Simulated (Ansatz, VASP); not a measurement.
# One calculation of Si2Ge, two programs

File INCAR:

```
SYSTEM = Si2Ge
ALGO = Normal ; EDIFF = 1E-6
ENCUT = 500 ; GGA = PE
GGA_COMPAT = .FALSE. ; ISIF = 2
ISMEAR = 0 ; LASPH = .TRUE.
LCHARG = .FALSE. ; LREAL = .FALSE.
LWAVE = .FALSE. ; NBANDS = 18
NELM = 120 ; PREC = Accurate
SIGMA = 0.1
```

File KPOINTS:

```
k-points
0
G
  6 6 4
  0 0 0
```

File POSCAR:

```
Si2Ge
1.0
    2.8609793400      0.0000000000      0.0000000000
   -1.4304896700      2.4776807900      0.0000000000
    0.0000000000      0.0000000000      7.0079395400
Si Ge
2 1
Direct
    0.6666666700      0.3333333300      0.8333333300
    0.3333333300      0.6666666700      0.1666666700
    0.0000000000      0.0000000000      0.5000000000
```

Input for Ansatz:

```yaml
crystal:
  lattice:
    - [2.86097934, 0.0, 0.0]
    - [-1.43048967, 2.47768079, 0.0]
    - [0.0, 0.0, 7.00793954]
  atoms:
    - { symbol: Si, position: [0.66666667, 0.33333333, 0.83333333] }
    - { symbol: Si, position: [0.33333333, 0.66666667, 0.16666667] }
    - { symbol: Ge, position: [0.0, 0.0, 0.5] }
basis:
  ecutwfc: 420
kpoints:
  mp_grid: { grid: [6, 6, 4] }
hamiltonian:
  xc: pbe
scf:
  occupations: { method: gaussian, width: 0.1 }
  lower_state_search: "off"
output:
  forces: true
  stress: true
  eigenvalues: true
```

Alike in both runs: task single point; functional PBE; k mesh 6 × 6 × 4; occupations gaussian, width 0.1 eV; no spin polarisation.

```csv
,VASP,Ansatz
version,VASP 6.6.1,Ansatz 0.2.0
potentials or method,"VASP PAW PBE potentials, release 64 (Si, Ge_d), cutoff 500 eV","scalar-relativistic, plane waves, PAW"
valence electrons in the cell,22,22
```

```tsv
	VASP	Ansatz	Ansatz less VASP
gap on the k mesh at the Fermi level (eV)	none	none	-
pressure (GPa)	-0.6	-0.5	+0.07
traceless stress, the component that is largest in VASP (GPa)	-0.06	-0.05	+0.004
rms of the force components (eV/Å)	0.253	0.252	-0.0016
```

Atom by atom the forces differ by 0.002 eV/Å (rms over components). A gap of «none» marks a metal or a gap that the smearing closes. With one functional, cell and mesh, what is left measures potentials, basis and numerics.

The k mesh is coarse, so the values compare programs but aren't converged.
